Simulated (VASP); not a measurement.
The system is V.

```
V
1.0
    -2.35444    2.35444    1.28439
     2.35444   -2.35444    1.28439
     2.35444    2.35444   -1.28439
V
2
Direct
  0.00000 0.00000 0.00000
  0.75000 0.25000 0.50000
```

```yaml
Program: VASP 6.6.1
Task: relaxation of cell and atoms
Functional: r2SCAN
Potentials_or_basis: VASP PAW PBE potentials, release 64 (V_sv)
Cutoff: 600 eV
k_mesh: 8 × 8 × 8
Occupations: gaussian, width 0.1 eV
Spin: no spin polarisation
```

At the start: pressure -5.1 GPa; volume 14.24 Å³/atom.

**Question.** Where does the relaxation end?

**Answer.** Over 5 steps the energy falls by 7.9 meV/atom and the volume is 13.76 Å³/atom (-3.3 %); space group I4_1/amd (No. 141, to 0.05 Å).

The path:
| step | energy change (eV) | largest force (eV/Å) | pressure (GPa) | volume (Å³) |
| --- | --- | --- | --- | --- |
| 1 | 0.0000 | 0.0000 | -5.10 | 28.48 |
| 2 | 0.0003 | 0.0000 | 5.87 | 26.65 |
| 3 | -0.0154 | 0.0000 | 0.01 | 27.55 |
| 4 | -0.0154 | 0.0000 | 0.15 | 27.53 |
| 5 | -0.0158 | 0.0000 | 0.09 | 27.53 |

Final structure:
```
V
1.0
    -2.32246    2.32246    1.27592
     2.32246   -2.32246    1.27592
     2.32246    2.32246   -1.27592
V
2
Direct
  0.00000 0.00000 0.00000
  0.75000 0.25000 0.50000
```

Caveat: the PAW data sets were made with another functional, which shifts forces and pressure a little.
